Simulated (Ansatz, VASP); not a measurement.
## One calculation of Ta, two programs

```
Ta
1.0
     2.86117    0.00000    0.00000
    -1.43059    2.47785    0.00000
     0.00000    0.00000    5.09645
Ta
2
Direct
  0.33333 0.66667 0.25000
  0.66667 0.33333 0.75000
```

Alike in both runs: task single point; functional HSE06; k mesh 6 × 6 × 4; occupations fermi-dirac, width 0.05 eV; no spin polarisation.

```csv
,VASP,Ansatz
version,VASP 6.6.1,Ansatz 0.2.0
potentials or method,"VASP PAW PBE potentials, release 64 (Ta_pv)",Ansatz PAW
plane-wave cutoff (eV),520,420
valence electrons in the cell,22,26
```

|  | VASP | Ansatz | Ansatz less VASP |
| --- | --- | --- | --- |
| gap on the k mesh at the Fermi level (eV) | none | none | - |
| pressure (GPa) | 3.9 | 5.1 | +1.18 |
| traceless stress, the component that is largest in VASP (GPa) | -1.46 | -1.78 | -0.317 |

A gap of «none» marks a metal or a gap that the smearing closes. With one functional, cell and mesh, what is left measures potentials, basis and numerics. VASP's potentials hold 22 valence electrons a cell and Ansatz's 26, so a difference there can come from the potentials and not from the codes.

The k mesh is coarse, so the values compare programs but aren't converged. Spin-orbit coupling is off throughout.
